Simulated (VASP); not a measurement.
# Cu (Immm) in VASP: further runs

Runs on Cu. Level: PBEsol. Tasks: single point.

Program: VASP 6.6.1. These are calculated values, not measurements. Logs are shortened: lines on timing, memory, paths and dates and some standing lists are left out, and cuts for length are marked.

### Step 1. The cell of the first run

The typed cell holds 1 atom: a = 2.424 Å, b = 2.424 Å, c = 2.424 Å, α = 110.71°, β = 106.93°, γ = 110.81°.

### Step 2. Single point, PBEsol (strain -0.0450 x Voigt [1, 0, 0, 0, 0, 0])

The input, INCAR:

```
SYSTEM = Cu
ALGO     = Fast           ! electronic algorithm
EDIFF    = 1E-6           ! SCF threshold, eV
ENCUT    = 520            ! plane-wave cutoff, eV
GGA      = PS             ! functional
ISIF     = 2              ! what is computed and relaxed
ISMEAR   = 0              ! smearing method
LASPH    = .True.         ! aspherical terms in the spheres
LCHARG   = .True.         ! write CHGCAR
LELF     = .True.         ! ELF
LREAL    = .False.        ! projectors in reciprocal space
LVHAR    = .True.       
LWAVE    = .False.        ! write WAVECAR
NBANDS   = 12             ! bands
NELM     = 60             ! most SCF steps
PREC     = Accurate       ! precision mode
SIGMA    = 0.15           ! smearing width, eV
```

The input, KPOINTS:

```
k-points
0
Gamma
  24 24 24
  0 0 0
```

The input, POSCAR:

```
Cu
1.0
   -1.3778676206      1.4427933200      1.3760814500
    1.3778676206     -1.4427933200      1.3760814500
    1.3778676206      1.4427933200     -1.3760814500
Cu
1
Direct
    0.0000000000      0.0000000000      0.0000000000
```

Potentials or basis: VASP PAW PBE potentials, release 64 (Cu).

Run with:

```bash
$ cat potpaw_PBE.64/Cu/POTCAR > POTCAR
$ mpirun -np 1 vasp_std > vasp.out
```

OUTCAR:

```text
SYSTEM = Cu
   EDIFF = 1E-6
   ENCUT = 520
   GGA = PS
   ISIF = 2
   ISMEAR = 0
   LASPH = .True.
   LREAL = .False.
   NELM = 60
   PREC = Accurate

 ion  position               nearest neighbor table
   1  0.000  0.000  0.000-

  LATTYP: Found a body centered orthorhombic cell.
 ALAT       =     2.7521629000
 B/A-ratio  =     1.0012980123
 C/A-ratio  =     1.0484795940

  Lattice vectors:

 A1 = (   1.3778676206,  -1.4427933200,   1.3760814500)
 A2 = (  -1.3778676206,  -1.4427933200,  -1.3760814500)
 A3 = (   1.3778676206,   1.4427933200,  -1.3760814500)

Analysis of symmetry for initial positions (statically):
=====================================================================
 Subroutine PRICEL returns:
 Original cell was already a primitive cell.

 Routine SETGRP: Setting up the symmetry group for a
 body centered orthorhombic supercell.

 Subroutine GETGRP returns: Found  8 space group operations
 (whereof  8 operations were pure point group operations)
 out of a pool of  8 trial point group operations.

The static configuration has the point symmetry D_2h.

Analysis of symmetry for dynamics (positions and initial velocities):
=====================================================================
 Subroutine PRICEL returns:
 Original cell was already a primitive cell.

 Routine SETGRP: Setting up the symmetry group for a
 body centered orthorhombic supercell.

 Subroutine GETGRP returns: Found  8 space group operations
 (whereof  8 operations were pure point group operations)
 out of a pool of  8 trial point group operations.

The dynamic configuration has the point symmetry D_2h.

 Subroutine INISYM returns: Found  8 space group operations
 (whereof  8 operations are pure point group operations),
 and found     1 'primitive' translations

----------------------------------------------------------------------------------------

                                     Primitive cell

  volume of cell :      10.9425

  direct lattice vectors                    reciprocal lattice vectors
    -1.377867621  1.442793320  1.376081450     0.000000000  0.346549983  0.363350585
     1.377867621 -1.442793320  1.376081450     0.362879563  0.000000000  0.363350585
     1.377867621  1.442793320 -1.376081450     0.362879563  0.346549983  0.000000000

  length of vectors
     2.423586578  2.423586578  2.423586578     0.502116060  0.513522370  0.501775316

[... 85 lines left out ...]
   ISYM   =      2    0-nonsym 1-usesym 2-fastsym
   POTIM  = 0.5000    time-step for ionic-motion
   TEBEG  =    0.0;   TEEND  =   0.0 temperature during run
   PSTRESS=    0.0 pullay stress
   NELECT =      11.0000    total number of electrons
   NUPDOWN=      -1.0000    fix difference up-down
   EMIN   =  10.00;   EMAX   =-10.00  energy-range for DOS
   EFERMI =   0.00;   METHOD = LEGACY
   ISMEAR =     0;   SIGMA  =   0.15  broadening in eV -4-tet -1-fermi 0-gaus
   EFERMI_NEDOS =   21; number of points for ismear=-14 and -15
   IALGO  =     68    algorithm
   IMIX   =      4    mixing-type and parameters
     AMIX     =   0.40;   BMIX     =  1.00
     AMIX_MAG =   1.60;   BMIX_MAG =  1.00
  volume/ion in A,a.u.               =      10.94        73.84
  Fermi-wavevector in a.u.,A,eV,Ry     =   1.639962  3.099079 36.592538  2.689476
  Thomas-Fermi vector in A             =   2.730680
   LORBIT       =      0    0 simple, 1 ext, 2 COOP (PROOUT), +10 PAW based schemes
   GGA     = PS    functional components
   LHFCALC =     F    Hartree Fock is set to
   AEXX    =    0.0000 exact exchange contribution
   IVDW    =     0    specifies the selected vdW correction
   LEPSILON=     F    determine dielectric tensor
   LRPA    =     F    only Hartree local field effects (RPA)
 non-spin polarized calculation
 RMM-DIIS sequential band-by-band and
 Gauss-broadening in eV      SIGMA  =   0.15
  energy-cutoff  :      520.00
  volume of cell :       10.94
 maximum number of plane-waves:       321
   NGX =  9   NGY =  9   NGZ =  9

 number of electron      11.0000006 magnetization

 Free energy of the ion-electron system (eV)
  ---------------------------------------------------
  ext. energy  EPLUGINS =         0.00000000
  ---------------------------------------------------
  free energy    TOTEN  =        -4.26164400 eV

  energy without entropy =       -4.25760142  energy(sigma->0) =       -4.25962271

 E-fermi :   8.3904     XC(G=0): -13.3612

 val. band max:        8.3877353586   @ k =   0.2917   0.1250   0.0833
 cond. band min:       8.3928294072   @ k =  -0.1250  -0.4167   0.0833
 fundamental gap:      0.0050940485
 Fermi energy:         8.3903690655

 k-point     1 :       0.0000    0.0000    0.0000
  band No.  band energies     occupation
      1      -1.6001      2.00000
      2       4.9631      2.00000
      3       4.9691      2.00000
      4       5.1588      2.00000
      5       6.0537      2.00000
      6       6.2549      2.00000
      7      33.4996      0.00000
      8      34.4103      0.00000
      9      34.4490      0.00000
     10      37.8008      0.00000
     11      38.0967      0.00000
     12      38.9906      0.00000
[... 331 lines left out ...]
 k-point    24 :       0.4167    0.0417    0.0000
  band No.  band energies     occupation
      1       2.8393      2.00000
      2       4.3351      2.00000
      3       5.9369      2.00000
      4       6.2201      2.00000
      5       6.5609      2.00000
      6       7.2967      2.00000
      7      14.0240      0.00000
      8      26.4981      0.00000
      9      27.3270      0.00000
     10      31.6250      0.00000
     11      34.7555      0.00000
     12      41.1498      0.00000

 [... further k-points ...]

------------------------ aborting loop because EDIFF is reached ----------------------------------------

  FORCE on cell =-STRESS in cart. coord.  units (eV):
  Direction    XX          YY          ZZ          XY          YZ          ZX
  --------------------------------------------------------------------------------------
  -------------------------------------------------------------------------------------
  Total        0.5061476      0.5610364      0.5068876      0.0000000      0.0000000      0.0000000
  in kB       74.1091860     82.1458945     74.2175356      0.0000000      0.0000000      0.0000000
  external PRESSURE =      76.8242054 kB  Pullay stress =       0.0000000 kB

 VOLUME and BASIS-vectors are now :
 -----------------------------------------------------------------------------
  energy-cutoff  :      520.00
  volume of cell :       10.94
      direct lattice vectors                 reciprocal lattice vectors
    -1.377867621  1.442793320  1.376081450     0.000000000  0.346549983  0.363350585
     1.377867621 -1.442793320  1.376081450     0.362879563  0.000000000  0.363350585
     1.377867621  1.442793320 -1.376081450     0.362879563  0.346549983  0.000000000

 POSITION                                       TOTAL-FORCE (eV/Angst)
 -----------------------------------------------------------------------------------
      0.00000      0.00000      0.00000         0.000000      0.000000      0.000000
 -----------------------------------------------------------------------------------
    total drift:                                0.000000      0.000000      0.000000

  FREE ENERGIE OF THE ION-ELECTRON SYSTEM (eV)
  ---------------------------------------------------
  free  energy   TOTEN  =        -4.2616440032 eV

  energy  without entropy=       -4.2576014196  energy(sigma->0) =       -4.25962271
```

Run time: 1.8 min. Hardware: 1 thread of Intel Xeon 6975P-C (Granite Rapids), shared host; peak memory 0.35 GiB.

What came out:

```
Free energy            : -4.2616 eV
Pressure               : 7.7 GPa
Band gap on the k mesh : zero (an odd number of electrons rules out a gap without spin polarisation)
```

Stress tensor (GPa, compression positive):
```
7.41 0.00 0.00
0.00 8.21 0.00
0.00 0.00 7.42
```

Caveat: the cell differs from its parent crystal (strain -0.0450 x Voigt [1, 0, 0, 0, 0, 0]); the cell stands under pressure; the PAW data sets were made with another functional, which shifts forces and pressure a little.

### Step 3. Single point, PBEsol (strain -0.0300 x Voigt [1, 0, 0, 0, 0, 0])

The input, INCAR:

```
SYSTEM = Cu
  PREC = Accurate
  ENCUT = 520
  EDIFF = 1E-6
  ISMEAR = 0
  SIGMA = 0.15
  LREAL = .False.
  LASPH = .True.
  NELM = 60
  ALGO = Fast
  ISIF = 2
  LWAVE = .False.
  LCHARG = .False.
  GGA = PS
  NBANDS = 12
```

The input, KPOINTS:

```
regular mesh
0
Gamma
  24 24 24
  0 0 0
```

The input, POSCAR:

```
Cu
1.0
   -1.3995095204      1.4427933200      1.3760814500
    1.3995095204     -1.4427933200      1.3760814500
    1.3995095204      1.4427933200     -1.3760814500
Cu
1
Direct
    0.0000000000      0.0000000000      0.0000000000
```

Potentials or basis: VASP PAW PBE potentials, release 64 (Cu).

Run with:

```bash
$ cat potpaw_PBE.64/Cu/POTCAR > POTCAR
$ mpirun -np 1 vasp_std > vasp.out
```

Wall time 2.3 min (1 thread of Intel Xeon 6975P-C (Granite Rapids), shared host); peak memory 0.35 GiB.

It converged, with:

| Property | Result |
| --- | --- |
| Free energy | -4.2679 eV |
| Pressure | 4.7 GPa |
| Band gap on the k mesh | zero (an odd number of electrons rules out a gap without spin polarisation) |

Stress tensor (GPa, compression positive):
```
4.47 0.00 0.00
0.00 5.13 0.00
0.00 0.00 4.57
```

Levels at points of the mesh, in eV from the Fermi level:
```
           k point  band 3  band 4  band 5  band 6  band 7  band 8  band 9  band 10
(0.00, 0.00, 0.00)   -3.32   -3.20   -2.29   -2.11   25.06   25.61   26.10    29.20
(0.50, 0.00, 0.00)   -2.30   -2.03   -1.40   -0.81    4.63   18.10   18.41    22.20
(0.00, 0.50, 0.00)   -2.13   -2.01   -1.38   -0.58    4.96   17.31   17.50    21.47
(0.50, 0.50, 0.00)   -2.36   -2.09   -1.41   -0.95    4.43   18.55   18.94    22.62
(0.50, 0.50, 0.50)   -1.61   -1.57   -1.55    7.44    8.60    9.28   13.50    14.44
```

Caveat: the cell differs from its parent crystal (strain -0.0300 x Voigt [1, 0, 0, 0, 0, 0]); the cell stands under pressure; the PAW data sets were made with another functional, which shifts forces and pressure a little.

### Step 4. Single point, PBEsol (strain -0.0150 x Voigt [1, 0, 0, 0, 0, 0])

The input, INCAR:

```
PREC     = Accurate       # precision mode
ENCUT    = 520            # plane-wave cutoff, eV
EDIFF    = 1E-6           # SCF threshold, eV
ISMEAR   = 0              # smearing method
SIGMA    = 0.15           # smearing width, eV
LREAL    = F              # projectors in reciprocal space
LASPH    = T              # aspherical terms in the spheres
NELM     = 100            # most SCF steps
ALGO     = Fast           # electronic algorithm
ISIF     = 2              # what is computed and relaxed
LWAVE    = F              # write WAVECAR
LCHARG   = T              # write CHGCAR
GGA      = PS             # functional
LELF     = T              # ELF
LVHAR    = T            
NBANDS   = 12             # bands
```

The input, KPOINTS:

```
Automatic mesh
0
Gamma
  24 24 24
```

The input, POSCAR:

```
Cu
1.0
   -1.4211514202      1.4427933200      1.3760814500
    1.4211514202     -1.4427933200      1.3760814500
    1.4211514202      1.4427933200     -1.3760814500
Cu
1
Direct
    0.0000000000      0.0000000000      0.0000000000
```

Run with:

```bash
$ cat potpaw_PBE.64/Cu/POTCAR > POTCAR
$ mpirun -np 1 vasp_std > vasp.out
```

Run time: 1.9 min. Hardware: 1 thread of Intel Xeon 6975P-C (Granite Rapids), shared host; peak memory 0.35 GiB.

Results (log left out):

| Quantity | Value |
| --- | --- |
| Free energy | -4.2711 eV |
| Pressure | 2.0 GPa |
| Band gap on the k mesh | zero (an odd number of electrons rules out a gap without spin polarisation) |

Stress tensor (GPa, compression positive):
```
1.85 0.00 0.00
0.00 2.26 0.00
0.00 0.00 1.90
```

Levels at points of the mesh, in eV from the Fermi level:
```csv
k point,band 2,band 3,band 4,band 5,band 6,band 7,band 8,band 9,band 10,band 11
"(0.00, 0.00, 0.00)",-3.36,-3.22,-3.16,-2.26,-2.08,24.97,25.23,26.11,29.03,29.23
"(0.50, 0.00, 0.00)",-4.05,-2.23,-1.98,-1.38,-0.69,4.65,17.71,17.91,21.76,24.91
"(0.00, 0.50, 0.00)",-4.12,-2.15,-1.97,-1.37,-0.57,4.82,17.32,17.47,21.40,24.57
"(0.50, 0.50, 0.00)",-3.88,-2.33,-2.09,-1.40,-0.94,4.29,18.57,18.89,22.56,25.66
"(0.50, 0.50, 0.50)",-4.87,-1.58,-1.57,-1.53,7.57,8.14,9.41,13.47,14.19,16.95
```

Caveat: the cell differs from its parent crystal (strain -0.0150 x Voigt [1, 0, 0, 0, 0, 0]); the PAW data sets were made with another functional, which shifts forces and pressure a little.

### Step 5. Single point, PBEsol (strain +0.0150 x Voigt [1, 0, 0, 0, 0, 0])

The input, INCAR:

```
SYSTEM = Cu
ALGO = Fast
EDIFF = 1E-7
ENCUT = 520
GGA = PS
ISIF = 2
ISMEAR = 0
LASPH = .True.
LCHARG = .False.
LREAL = .False.
LWAVE = .False.
NBANDS = 12
NELM = 80
PREC = Accurate
SIGMA = 0.15
```

The input, KPOINTS:

```
k-points
0
Gamma
  24 24 24
  0 0 0
```

The input, POSCAR:

```
Cu
1.0
   -1.4644352198      1.4427933200      1.3760814500
    1.4644352198     -1.4427933200      1.3760814500
    1.4644352198      1.4427933200     -1.3760814500
Cu
1
Direct
    0.0000000000      0.0000000000      0.0000000000
```

Run with:

```bash
$ cat potpaw_PBE.64/Cu/POTCAR > POTCAR
$ mpirun -np 1 vasp_std > vasp.out
```

Run time: 2.2 min. Hardware: 1 thread of Intel Xeon 6975P-C (Granite Rapids), shared host; peak memory 0.36 GiB.

Results (log left out):

- Free energy: -4.2700 eV
- Pressure: -2.8 GPa
- Band gap on the k mesh: zero (an odd number of electrons rules out a gap without spin polarisation)

Stress tensor (GPa, compression positive):
```
-2.49  0.00  0.00
 0.00 -2.96  0.00
 0.00  0.00 -2.89
```

Levels at points of the mesh, in eV from the Fermi level:
| k point | band 3 | band 4 | band 5 | band 6 | band 7 | band 8 | band 9 | band 10 |
| --- | --- | --- | --- | --- | --- | --- | --- | --- |
| (0.00, 0.00, 0.00) | -3.09 | -3.04 | -2.24 | -2.00 | 24.51 | 24.71 | 26.07 | 28.32 |
| (0.50, 0.00, 0.00) | -2.10 | -1.89 | -1.35 | -0.45 | 4.71 | 16.96 | 16.98 | 20.93 |
| (0.00, 0.50, 0.00) | -2.18 | -1.90 | -1.36 | -0.56 | 4.55 | 17.34 | 17.40 | 21.27 |
| (0.50, 0.50, 0.00) | -2.32 | -2.05 | -1.39 | -0.93 | 4.03 | 18.60 | 18.81 | 22.44 |
| (0.50, 0.50, 0.50) | -1.56 | -1.54 | -1.50 | 7.27 | 7.82 | 9.66 | 13.10 | 13.88 |

Caveat: the cell differs from its parent crystal (strain +0.0150 x Voigt [1, 0, 0, 0, 0, 0]); the PAW data sets were made with another functional, which shifts forces and pressure a little.

### Step 6. Summary

| cell | further INCAR settings | gap on the mesh (eV) | pressure (GPa) |
| --- | --- | --- | --- |
| a = 2.424 Å, angles 110.7, 106.9, 110.8°, 1 atom | ALGO = Fast; EDIFF = 1e-06; NBANDS = 12 | none | 7.7 |
| a = 2.436 Å, angles 109.9, 107.4, 111.2°, 1 atom | ALGO = Fast; EDIFF = 1e-06; NBANDS = 12 | none | 4.7 |
| a = 2.448 Å, angles 109.0, 107.8, 111.6°, 1 atom | ALGO = Fast; EDIFF = 1e-06; NBANDS = 12 | none | 2.0 |
| a = 2.474 Å, angles 107.4, 108.6, 112.4°, 1 atom | ALGO = Fast; EDIFF = 1e-07; NBANDS = 12 | none | -2.8 |

Alike in all rows: task single point; level PBEsol; potentials or basis VASP PAW PBE potentials, release 64 (Cu); no spin polarisation; k mesh 24 × 24 × 24; cutoff (eV) 520; smearing gaussian 0.15 eV.

Caveats: the PAW data sets were made with another functional, which shifts forces and pressure a little; the cell stands under pressure (at least some runs).

Total energies depend on the potentials used, so only differences within one code and one set of settings carry meaning.
